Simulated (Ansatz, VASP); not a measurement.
Two plane-wave programs on KTaO3

The input INCAR:

```
  PREC = Accurate
  ENCUT = 520
  EDIFF = 1E-7
  ISMEAR = 0
  SIGMA = 0.05
  LREAL = False
  LASPH = True
  NELM = 80
  ALGO = Normal
  ISIF = 2
  LWAVE = False
  LCHARG = False
  GGA = PS
  NBANDS = 27
```

KPOINTS

```
regular mesh
0
Gamma
  8 8 8
```

Contents of POSCAR:

```
KTaO3
1.0
    3.9495753429      0.0000000000      0.0000000000
    0.0000000000      3.9495753429      0.0000000000
    0.0000000000      0.0000000000      3.9495753429
K Ta O
1 1 3
Direct
    0.5000000000      0.5000000000      0.5000000000
    0.0000000000      0.0000000000      0.0000000000
    0.5000000000      0.0000000000      0.0000000000
    0.0000000000      0.5000000000      0.0000000000
    0.0000000000      0.0000000000      0.5000000000
```

Input for Ansatz:

```yaml
crystal:
  lattice:
    - [3.9495753429, 0.0, 0.0]
    - [0.0, 3.9495753429, 0.0]
    - [0.0, 0.0, 3.9495753429]
  atoms:
    - { symbol: K, position: [0.5, 0.5, 0.5] }
    - { symbol: Ta, position: [0.0, 0.0, 0.0] }
    - { symbol: O, position: [0.5, 0.0, 0.0] }
    - { symbol: O, position: [0.0, 0.5, 0.0] }
    - { symbol: O, position: [0.0, 0.0, 0.5] }
basis:
  ecutwfc: 520.0
kpoints:
  mp_grid: { grid: [8, 8, 8] }
hamiltonian:
  xc: pbesol
  pseudopotentials: { kind: paw }
scf:
  occupations: { method: gaussian, width: 0.05 }
output:
  forces: true
  stress: true
  eigenvalues: true
```

Alike in both runs: task single point; functional PBEsol; k mesh 8 × 8 × 8; occupations gaussian, width 0.05 eV; no spin polarisation.

|  | VASP | Ansatz |
| --- | --- | --- |
| version | VASP 6.6.1 | Ansatz 0.2.0 |
| potentials or method | VASP PAW PBE potentials, release 64 (K_sv, Ta_pv, O), cutoff 520 eV | scalar-relativistic, plane waves, PAW |
| valence electrons in the cell | 38 | 40 |

VASP gave:

* gap on the k mesh at the Fermi level (eV): 2.14
* least direct gap on the mesh (eV): 2.75
* pressure (GPa): 6.7

Problem. Which values does Ansatz return?

Solution. gap on the k mesh at the Fermi level (eV): 2.19; least direct gap on the mesh (eV): 2.79; pressure (GPa): 5.8.

VASP's potentials were made for PBE, not for PBEsol. VASP's potentials hold 38 valence electrons a cell and Ansatz's 40, so a difference there can come from the potentials and not from the codes.

Spin-orbit coupling is off throughout.
